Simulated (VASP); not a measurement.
Crystal: Ta.

```xyz
1
Lattice="-1.6595 1.6595 1.6595 1.6595 -1.6595 1.6595 1.6595 1.6595 -1.6595" Properties=species:S:1:pos:R:3 pbc="T T T"
Ta    0.0000    0.0000    0.0000
```

Base run:

```yaml
Program: VASP 6.6.1
Functional: PBE
Dispersion: D3(BJ)
Potentials_or_basis: VASP PAW PBE potentials, release 64 (Ta_pv)
Cutoff: 520 eV
k_mesh: 18 × 18 × 18
Occupations: gaussian, width 0.1 eV
Spin: no spin polarisation
```

Its results: pressure -5.9 GPa.

**Question.** The run is repeated on the same cell with these changes: dispersion from D3(BJ) to none. What comes out?

**Answer.** Pressure 0.1 GPa.

Dispersion adds attraction, which lowers the pressure at fixed volume and, as a term added to the energy, leaves the levels alone.

Caveats: spin-orbit coupling is left out, which moves the levels of the heavy elements; pairwise dispersion overbinds metals, which lowers pressure and volume (some runs).
